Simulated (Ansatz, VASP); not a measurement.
**Bi in VASP and in Ansatz**

```
CELL_PARAMETERS angstrom
4.94657 0.00000 0.00000
0.00000 4.94657 0.00000
0.00000 0.00000 5.19146
ATOMIC_POSITIONS crystal
Bi 0.74993 0.74993 0.00000
Bi 0.75007 0.24993 0.50000
Bi 0.25007 0.25007 0.00000
Bi 0.24993 0.75007 0.50000
```

Alike in both runs: functional PBE; k mesh 8 × 8 × 8; occupations gaussian, width 0.1 eV; no spin polarisation.

Ansatz relaxed the structure, and its values are those at the end. VASP's run is a single point on that final structure, the one shown.

```csv
,VASP,Ansatz
version,VASP 6.6.1,Ansatz 0.2.0
potentials or method,"VASP PAW PBE potentials, release 64 (Bi_d), cutoff 520 eV","scalar-relativistic, plane waves, PAW"
valence electrons in the cell,60,60
```

|  | VASP | Ansatz | Ansatz less VASP |
| --- | --- | --- | --- |
| gap on the k mesh at the Fermi level (eV) | none | none | - |
| pressure (GPa) | -0.1 | 0.0 | +0.09 |

A gap of «none» marks a metal or a gap that the smearing closes.

Spin-orbit coupling is off throughout.
